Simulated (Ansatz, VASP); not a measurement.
## BN: VASP beside Ansatz

INCAR

```
PREC     = Accurate       # precision mode
ENCUT    = 600            # plane-wave cutoff, eV
EDIFF    = 1E-6           # SCF threshold, eV
ISMEAR   = 0              # smearing method
SIGMA    = 0.1            # smearing width, eV
LREAL    = False          # projectors in reciprocal space
LASPH    = True           # aspherical terms in the spheres
NELM     = 120            # most SCF steps
ALGO     = Normal         # electronic algorithm
ISIF     = 2              # what is computed and relaxed
LWAVE    = False          # write WAVECAR
LCHARG   = False          # write CHGCAR
GGA      = RE             # functional
NBANDS   = 11             # bands
GGA_COMPAT= False
```

File KPOINTS:

```
regular mesh
0
Gamma
  12 12 12
```

POSCAR

```
BN
1.0
    0.0000000000      1.8130010000      1.8130010000
    1.8130010000      0.0000000000      1.8130010000
    1.8130010000      1.8130010000      0.0000000000
B N
1 1
Direct
    0.0000000000      0.0000000000      0.0000000000
    0.7500000000      0.7500000000      0.7500000000
```

Input for Ansatz:

```yaml
crystal:
  lattice:
    - [0.0, 1.813001, 1.813001]
    - [1.813001, 0.0, 1.813001]
    - [1.813001, 1.813001, 0.0]
  atoms:
    - { symbol: B, position: [0.0, 0.0, 0.0] }
    - { symbol: "N", position: [0.75, 0.75, 0.75] }
basis:
  ecutwfc: 420
kpoints:
  mp_grid: { grid: [12, 12, 12] }
hamiltonian:
  xc: revpbe
scf:
  occupations: { method: gaussian, width: 0.1 }
  lower_state_search: standard
output:
  forces: true
  stress: true
  eigenvalues: true
```

Alike in both runs: task single point; functional revPBE; k mesh 12 × 12 × 12; occupations gaussian, width 0.1 eV; no spin polarisation.

|  | VASP | Ansatz |
| --- | --- | --- |
| version | VASP 6.6.1 | Ansatz 0.2.0 |
| potentials or method | VASP PAW PBE potentials, release 64 (B, N), cutoff 600 eV | scalar-relativistic, plane waves, PAW |
| valence electrons in the cell | 8 | 8 |

|  | VASP | Ansatz | Ansatz less VASP |
| --- | --- | --- | --- |
| gap on the k mesh at the Fermi level (eV) | 4.47 | 4.48 | +0.015 |
| least direct gap on the mesh (eV) | 8.82 | 8.84 | +0.015 |
| pressure (GPa) | 4.1 | 4.0 | -0.02 |

VASP's potentials were made for PBE, not for revPBE.
